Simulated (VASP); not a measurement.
Here is a VASP 6.6.1 calculation.

INCAR

```
SYSTEM = CaO
PREC     = Accurate       ! precision mode
ENCUT    = 600            ! plane-wave cutoff, eV
EDIFF    = 1E-6           ! SCF threshold, eV
ISMEAR   = -1             ! smearing method
SIGMA    = 0.02           ! smearing width, eV
LREAL    = .FALSE.        ! projectors in reciprocal space
LASPH    = .TRUE.         ! aspherical terms in the spheres
NELM     = 80             ! most SCF steps
ALGO     = Normal         ! electronic algorithm
ISIF     = 3              ! what is computed and relaxed
LWAVE    = .FALSE.        ! write WAVECAR
LCHARG   = .FALSE.        ! write CHGCAR
GGA      = PE             ! functional
IBRION   = 2              ! ionic algorithm
NSW      = 80             ! ionic steps
EDIFFG   = -0.005         ! ionic threshold
```

The input KPOINTS:

```
regular mesh
0
G
  8 8 8
  0 0 0
```

Contents of POSCAR:

```
CaO
1.0
    0.0000000000      2.3544280000      2.3544280000
    2.3544280000      0.0000000000      2.3544280000
    2.3544280000      2.3544280000      0.0000000000
Ca O
1 1
Direct
    0.0000000000      0.0000000000      0.0000000000
    0.5000000000      0.5000000000      0.5000000000
```

Potentials or basis: VASP PAW PBE potentials, release 64 (Ca_sv, O).

The run is started by

```sh
$ cat potpaw_PBE.64/Ca_sv/POTCAR potpaw_PBE.64/O/POTCAR > POTCAR
$ mpirun -np 1 vasp_std > vasp.out
```

**Question.** What does it give for the band gap on the k mesh?

**Answer.** 3.64 eV, indirect (least direct gap 4.02 eV).

**Question.** What does it give for the relaxed volume?

**Answer.** 14.16 Å³/atom.

**Question.** What does it give for the space group after relaxing (to 0.05 Å)?

**Answer.** Fm-3m (No. 225).

Final structure:
```cif
data_structure
_symmetry_space_group_name_H-M 'P 1'
_symmetry_Int_Tables_number 1
_cell_length_a 3.4211
_cell_length_b 3.4211
_cell_length_c 3.4211
_cell_angle_alpha 60.000
_cell_angle_beta 60.000
_cell_angle_gamma 60.000
_cell_volume 28.31
loop_
_atom_site_label
_atom_site_type_symbol
_atom_site_fract_x
_atom_site_fract_y
_atom_site_fract_z
_atom_site_occupancy
Ca1 Ca 0.00000 0.00000 0.00000 1
O1 O 0.50000 0.50000 0.50000 1
```

A k mesh can miss the band edges.
